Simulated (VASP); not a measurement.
# BC6 in VASP: further runs

BC6 is run at these levels: PBE; tasks: single point.

Program: VASP 6.6.1. These are calculated values, not measurements. Logs are shortened: lines on timing, memory, paths and dates and some standing lists are left out, and cuts for length are marked.

**1. The cell of the first run**

The cell holds an amorphous packing of atoms, 14 atoms: a = 4.977 Å, b = 4.935 Å, c = 4.826 Å, α = 92.52°, β = 89.42°, γ = 94.55°.

**2. Single point, PBE**

File INCAR:

```
PREC = Accurate ; ENCUT = 520
EDIFF = 1E-7 ; ISMEAR = -1
SIGMA = 0.3447 ; LREAL = F
LASPH = T ; NELM = 80
ALGO = Normal ; ISIF = 2
LWAVE = F ; LCHARG = F
GGA = PE ; ISYM = 0
NBANDS = 40
```

File KPOINTS:

```
Automatic mesh
0
Gamma
  1 1 1
  0.25 0.25 0.25
```

File POSCAR:

```
BC6
1.0
    4.9729980000     -0.1966600000      0.0225860000
   -0.1966600000      4.9296060000     -0.1069400000
    0.0225860000     -0.1069400000      4.8244630000
C B
12 2
Direct
    0.3079810456      0.8672231970      0.5497206194
    0.3016103194      0.3529323631      0.9889826943
    0.6026017312      0.4703562722      0.5999761086
    0.9664034225      0.6176784261      0.0357899611
    0.5659793958      1.2156917047      0.4327250225
    0.8253078324      0.6171743976      0.5427396225
    0.6441150356      0.1845158028      0.7034930391
    0.2904658997      1.0972625306      0.4026082887
    0.0090396449      0.6189288729      0.3536445578
    0.0538661027      0.2184655441      0.8237586412
    0.5324678179      1.1424565126     -0.0243467550
    0.9297369380      0.7421003704      0.8082230447
    0.3787914657      0.6910534474      0.7937824109
    0.7661351881      0.2655418245      1.1030150119
```

Potentials or basis: VASP PAW PBE potentials, release 64 (C, B).

The run is started by

```sh
$ cat potpaw_PBE.64/C/POTCAR potpaw_PBE.64/B/POTCAR > POTCAR
$ mpirun -np 1 vasp_std > vasp.out
```

OUTCAR:

```text
PREC = Accurate
   ENCUT = 520
   EDIFF = 1E-7
   ISMEAR = -1
   LREAL = F
   LASPH = T
   NELM = 80
   ISIF = 2
   GGA = PE
   ISYM = 0

 ion  position               nearest neighbor table
   1  0.308  0.867  0.550-   8 1.37  13 1.55   9 2.06
   2  0.302  0.353  0.989-  10 1.56  11 1.61  13 1.96
   3  0.603  0.470  0.600-   6 1.31   5 1.46   7 1.55  13 1.84
   4  0.966  0.618  0.036-  12 1.30   9 1.55  14 1.97
   5  0.566  0.216  0.433-   7 1.39   8 1.45   3 1.46  14 1.88
   6  0.825  0.617  0.543-   9 1.29   3 1.31  12 1.48
   7  0.644  0.185  0.703-   5 1.39  11 1.44   3 1.55  14 2.04
   8  0.290  0.097  0.403-   1 1.37   5 1.45
   9  0.009  0.619  0.354-   6 1.29   4 1.55   1 2.06
  10  0.054  0.218  0.824-   2 1.56  14 1.98
  11  0.532  0.142  0.976-  14 1.40   7 1.44   2 1.61
  12  0.930  0.742  0.808-   4 1.30   6 1.48
  13  0.379  0.691  0.794-   1 1.55   3 1.84   2 1.96
  14  0.766  0.266  0.103-  11 1.40   5 1.88   4 1.97  10 1.98   7 2.04

IMPORTANT INFORMATION: All symmetrisations will be switched off!
NOSYMM: (Re-)initialisation of all symmetry stuff for point group C_1.

----------------------------------------------------------------------------------------

                                     Primitive cell

  volume of cell :     118.0263

  direct lattice vectors                    reciprocal lattice vectors
     4.972998000 -0.196660000  0.022586000     0.201406506  0.008018243 -0.000765162
    -0.196660000  4.929606000 -0.106940000     0.008018243  0.203272777  0.004468247
     0.022586000 -0.106940000  4.824463000    -0.000765162  0.004468247  0.207379581

  length of vectors
     4.976936245  4.934686073  4.825700937     0.201567503  0.203479924  0.207429124

  position of ions in fractional coordinates (direct lattice)
     0.307981046  0.867223197  0.549720619
     0.301610319  0.352932363  0.988982694
     0.602601731  0.470356272  0.599976109
     0.966403423  0.617678426  0.035789961
     0.565979396  0.215691705  0.432725023
     0.825307832  0.617174398  0.542739623
     0.644115036  0.184515803  0.703493039
     0.290465900  0.097262531  0.402608289
     0.009039645  0.618928873  0.353644558
     0.053866103  0.218465544  0.823758641
     0.532467818  0.142456513  0.975653245
     0.929736938  0.742100370  0.808223045
     0.378791466  0.691053447  0.793782411
     0.766135188  0.265541824  0.103015012

[... 75 lines left out ...]
   NELECT =      54.0000    total number of electrons
   NUPDOWN=      -1.0000    fix difference up-down
   EMIN   =  10.00;   EMAX   =-10.00  energy-range for DOS
   EFERMI =   0.00;   METHOD = LEGACY
   ISMEAR =    -1;   SIGMA  =   0.34  broadening in eV -4-tet -1-fermi 0-gaus
   EFERMI_NEDOS =   21; number of points for ismear=-14 and -15
   IALGO  =     38    algorithm
   IMIX   =      4    mixing-type and parameters
     AMIX     =   0.40;   BMIX     =  1.00
     AMIX_MAG =   1.60;   BMIX_MAG =  1.00
  volume/ion in A,a.u.               =       8.43        56.89
  Fermi-wavevector in a.u.,A,eV,Ry     =   1.261478  2.383848 21.651328  1.591328
  Thomas-Fermi vector in A             =   2.394935
   LORBIT       =      0    0 simple, 1 ext, 2 COOP (PROOUT), +10 PAW based schemes
   GGA     = PE    functional components
   LHFCALC =     F    Hartree Fock is set to
   AEXX    =    0.0000 exact exchange contribution
   IVDW    =     0    specifies the selected vdW correction
   LEPSILON=     F    determine dielectric tensor
   LRPA    =     F    only Hartree local field effects (RPA)
 non-spin polarized calculation
  energy-cutoff  :      520.00
  volume of cell :      118.03
 maximum number of plane-waves:      3173
 NGX is ok and might be reduce to    40
   NGX = 19   NGY = 19   NGZ = 17

 number of electron      53.9999999 magnetization

 Free energy of the ion-electron system (eV)
  ---------------------------------------------------
  ext. energy  EPLUGINS =         0.00000000
  ---------------------------------------------------
  free energy    TOTEN  =       -97.29973590 eV

  energy without entropy =      -96.03954851  energy(sigma->0) =      -96.66964221

 E-fermi :   4.9279     XC(G=0): -11.0159

 val. band max:        4.6329578697   @ k =   0.2500   0.2500   0.2500
 cond. band min:       5.1671675218   @ k =   0.2500   0.2500   0.2500
 fundamental gap:      0.5342096521
 Fermi energy:         4.9279195582

 k-point     1 :       0.2500    0.2500    0.2500
  band No.  band energies     occupation
      1     -14.9037      2.00000
      2     -12.7230      2.00000
      3     -11.1783      2.00000
      4     -10.2741      2.00000
      5      -9.2457      2.00000
      6      -8.5078      2.00000
[... 31 lines left out ...]
     38      10.6950      0.00000
     39      11.3933      0.00000
 [bands above 39 left out]

------------------------ aborting loop because EDIFF is reached ----------------------------------------

  FORCE on cell =-STRESS in cart. coord.  units (eV):
  Direction    XX          YY          ZZ          XY          YZ          ZX
  --------------------------------------------------------------------------------------
  -------------------------------------------------------------------------------------
  Total       12.6140091     -3.7617018      4.8825660      7.8401163      1.0161733     -1.1592644
  in kB      171.2319937    -51.0641540     66.2796029    106.4276017     13.7942960    -15.7367220
  external PRESSURE =      62.1491475 kB  Pullay stress =       0.0000000 kB

 VOLUME and BASIS-vectors are now :
 -----------------------------------------------------------------------------
  energy-cutoff  :      520.00
  volume of cell :      118.03
      direct lattice vectors                 reciprocal lattice vectors
     4.972998000 -0.196660000  0.022586000     0.201406506  0.008018243 -0.000765162
    -0.196660000  4.929606000 -0.106940000     0.008018243  0.203272777  0.004468247
     0.022586000 -0.106940000  4.824463000    -0.000765162  0.004468247  0.207379581

 POSITION                                       TOTAL-FORCE (eV/Angst)
 -----------------------------------------------------------------------------------
      1.37346      4.15571      2.56632        -3.992102     -2.588872     -1.587655
      1.45284      1.57474      4.74038        -1.059621     -2.158217     -2.892727
      2.91779      2.13600      2.85787        -4.852533     -0.580518      0.483328
      4.68526      2.85103      0.12844        -1.876698     -1.963010      6.207729
      2.78197      0.90569      2.07738        -0.327856      0.395467     -1.234111
      3.99514      2.82208      2.57107         3.852442      3.634207      4.575379
      3.18278      0.70769      3.38879         2.333032      1.678929      1.361465
      1.43445      0.37929      1.93853         1.498587     -1.478794      0.942141
     -0.06878      3.01148      1.64016         3.186726      2.157972     -6.856359
      0.24352      0.97826      3.95205         0.228353      0.670549      2.490469
      2.64198      0.49320      4.70380        -3.540860     -0.377346     -4.028563
      4.49589      3.38899      3.84088         0.178437      1.470219     -0.633286
      1.76575      3.24724      3.76423         1.196636     -1.608876     -1.331598
      3.76009      1.14733      0.48590         3.175458      0.748289      2.503788
 -----------------------------------------------------------------------------------
    total drift:                               -0.000422     -0.000059     -0.000159

  FREE ENERGIE OF THE ION-ELECTRON SYSTEM (eV)
  ---------------------------------------------------
  free  energy   TOTEN  =       -97.2997359033 eV

  energy  without entropy=      -96.0395485142  energy(sigma->0) =      -96.66964221
```

Run time: 21 s. Hardware: 1 thread of Intel Xeon 6975P-C, shared host; peak memory 0.21 GiB.

What came out:

| Quantity | Value |
| --- | --- |
| Free energy | -97.2997 eV |
| Pressure | 6.2 GPa |
| Largest force | 7.863 eV/Å |
| Band gap on the k mesh | 0.53 eV |

Forces in eV/Å, atoms in the order of the input:
```
C   -3.992 -2.589 -1.588
C   -1.060 -2.158 -2.893
C   -4.853 -0.581  0.483
C   -1.877 -1.963  6.208
C   -0.328  0.395 -1.234
C    3.852  3.634  4.575
C    2.333  1.679  1.361
C    1.499 -1.479  0.942
C    3.187  2.158 -6.856
C    0.228  0.671  2.490
C   -3.541 -0.377 -4.029
C    0.178  1.470 -0.633
B    1.197 -1.609 -1.332
B    3.175  0.748  2.504
```

Caveat: the k points lie up to 1.30 Å⁻¹ apart.

**3. Single point, PBE**

File INCAR:

```
SYSTEM = BC6
PREC = Accurate ; ENCUT = 520
EDIFF = 1E-6 ; ISMEAR = -1
SIGMA = 0.3447 ; LREAL = .False.
LASPH = .True. ; NELM = 60
ALGO = Normal ; ISIF = 2
LWAVE = .False. ; LCHARG = .False.
GGA = PE ; NBANDS = 40
ISYM = 0
```

KPOINTS is that of step 2.

File POSCAR:

```
BC6
1.0
    4.9729980000     -0.1966600000      0.0225860000
   -0.1966600000      4.9296060000     -0.1069400000
    0.0225860000     -0.1069400000      4.8244630000
C B
12 2
Direct
    0.3191053116      0.9070264516      0.1353823412
    0.2862758843      0.2708258890      0.6277437081
    0.5968884877      0.6306128660      0.4314651012
    0.8926421320      0.6859792937     -0.0143385056
    0.7899113823      1.0919779788      0.2290651180
    0.8729750380      0.6552765668      0.4124932167
    0.7224623488      0.3017681338      0.3908131433
    0.4493449611      0.8678006019      0.3681959404
    0.0129043719      0.8509882574      0.2071165695
    0.1140374628      0.0644424615      0.8224643503
    0.5473508835      1.1857809579     -0.3557144187
    1.0913902782      0.7619697259      0.7101432640
    0.3077586973      0.5733229605      0.6687907275
    0.7985010518      0.1655485226      0.9134259739
```

Potentials or basis: VASP PAW PBE potentials, release 64 (C, B).

The run is started by

```sh
$ cat potpaw_PBE.64/C/POTCAR potpaw_PBE.64/B/POTCAR > POTCAR
$ mpirun -np 1 vasp_std > vasp.out
```

Run time: 22 s. Hardware: 1 thread of Intel Xeon 6975P-C, shared host; peak memory 0.21 GiB.

It converged, with:

| Item | Value |
| --- | --- |
| Free energy | -101.0617 eV |
| Pressure | -3.6 GPa |
| Largest force | 6.428 eV/Å |
| Band gap on the k mesh | 0.55 eV |

Forces on the atoms (eV/Å):
```
C   -5.433  0.315  0.143
C   -1.280 -2.279  5.163
C   -3.529  1.295  1.305
C    1.120 -1.555 -4.744
C    0.812  0.022 -4.427
C    3.807 -0.291  3.308
C   -1.548  3.729  5.001
C    5.116 -0.473 -0.951
C   -1.553 -1.415  0.475
C   -0.695  1.859 -4.822
C    4.262  0.306 -0.716
C   -4.014  0.821  2.201
B    2.254 -1.181 -1.008
B    0.681 -1.154 -0.928
```

Stress tensor (GPa, compression positive):
```
-8.15 -4.20  1.73
-4.20 -8.30 -4.01
 1.73 -4.01  5.71
```

Levels at points of the mesh, in eV from the valence-band top:
| k point | band 24 | band 25 | band 26 | band 27 | band 28 | band 29 | band 30 | band 31 |
| --- | --- | --- | --- | --- | --- | --- | --- | --- |
| (0.25, 0.25, 0.25) | -1.74 | -1.17 | -0.79 | 0.00 | 0.55 | 0.98 | 1.87 | 2.63 |

Caveat: the k points lie up to 1.30 Å⁻¹ apart.

**4. Single point, PBE**

File INCAR:

```
SYSTEM = BC6
ALGO = Normal
EDIFF = 1E-6
ENCUT = 520
GGA = PE
ISIF = 2
ISMEAR = -1
ISYM = 0
LASPH = .TRUE.
LCHARG = .FALSE.
LREAL = .FALSE.
LWAVE = .FALSE.
NBANDS = 40
NELM = 60
PREC = Accurate
SIGMA = 0.3447
```

KPOINTS is that of step 3.

File POSCAR:

```
BC6
1.0
    4.9729980000     -0.1966600000      0.0225860000
   -0.1966600000      4.9296060000     -0.1069400000
    0.0225860000     -0.1069400000      4.8244630000
C B
12 2
Direct
    0.2909641612      0.8958066445      0.0826238788
    0.3173034309      0.1904200942      0.6706671622
    0.5448803199      0.5855063816      0.3868300753
    0.9402303214      0.5765261698     -0.0598543990
    0.7945637135      0.9675966091      0.2208355138
    1.1398125396      0.5485420969      0.3739842726
    0.7557765448      0.5739943165      0.5755546230
    0.5609360231      0.8337030090      0.2003149156
    0.0704967491      0.7521823902      0.1806427255
    0.2159783003      0.0564222133      0.9006170647
    0.6750146668      1.3702876678     -0.1908179870
    0.9991563164      0.6519835355      0.6922748034
    0.2988843775      0.3667193959      0.4546898525
    0.8666091292      0.1794349862      0.8947674681
```

The run is started by

```sh
$ cat potpaw_PBE.64/C/POTCAR potpaw_PBE.64/B/POTCAR > POTCAR
$ mpirun -np 1 vasp_std > vasp.out
```

Run time: 26 s. Hardware: 1 thread of Intel Xeon 6975P-C, shared host; peak memory 0.21 GiB.

It converged, with:

```yaml
Free_energy: -104.1209 eV
Pressure: 16.0 GPa
Largest_force: 10.105 eV/Å
Band_gap_on_the_k_mesh: 0.94 eV
```

Forces in eV/Å, atoms in the order of the input:
```
C    6.625 -0.380  2.736
C    1.655 -0.283  5.053
C    0.168  1.928 -1.933
C    0.027 -2.926  5.299
C    5.540  2.549 -3.475
C   -6.262  7.725  1.796
C   -4.662 -3.251  0.357
C   -6.071 -3.754  1.164
C   -5.062 -4.456  2.348
C   -2.423  4.883 -7.586
C   -0.071  0.816 -1.860
C    2.466  3.202 -7.693
B    5.320 -3.454 -0.128
B    2.751 -2.600  3.923
```

Stress tensor (GPa, compression positive):
```
 25.63   7.39  -3.50
  7.39   9.22 -14.95
 -3.50 -14.95  13.19
```

Levels at points of the mesh, in eV from the valence-band top:
```csv
k point,band 23,band 24,band 25,band 26,band 27,band 28,band 29,band 30,band 31,band 32
"(0.25, 0.25, 0.25)",-2.60,-1.74,-0.86,-0.20,0.00,0.94,1.80,2.49,3.72,4.02
```

Caveat: the k points lie up to 1.30 Å⁻¹ apart.
